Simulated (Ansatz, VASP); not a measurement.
# One calculation of AlNi, two programs

```xyz
4
Lattice="2.8936 0.0000 0.0000 0.0000 4.0921 0.0000 0.0000 0.0000 18.0461" Properties=species:S:1:pos:R:3 pbc="T T T"
Ni    2.1702    0.0000    8.0827
Ni    2.1702    2.0461    9.9634
Al    0.7234    2.0461    7.9461
Al    0.7234    0.0000   10.1000
```

Alike in both runs: functional PBE; k mesh 13 × 9 × 1; occupations fermi-dirac, width 0.1 eV; no spin polarisation.

Ansatz relaxed the structure, and its values are those at the end. VASP's run is a single point on that final structure, the one shown.

|  | VASP | Ansatz |
| --- | --- | --- |
| version | VASP 6.6.1 | Ansatz 0.2.0 |
| potentials or method | VASP PAW PBE potentials, release 64 (Ni, Al), cutoff 520 eV | all-electron LAPW, scalar-relativistic |

VASP gave:

- rms of the force components (eV/Å): 0.004

Q: Which values does Ansatz return?

A: rms of the force components (eV/Å): 0.001.

Ansatz ran all-electron here, and VASP with PAW potentials.
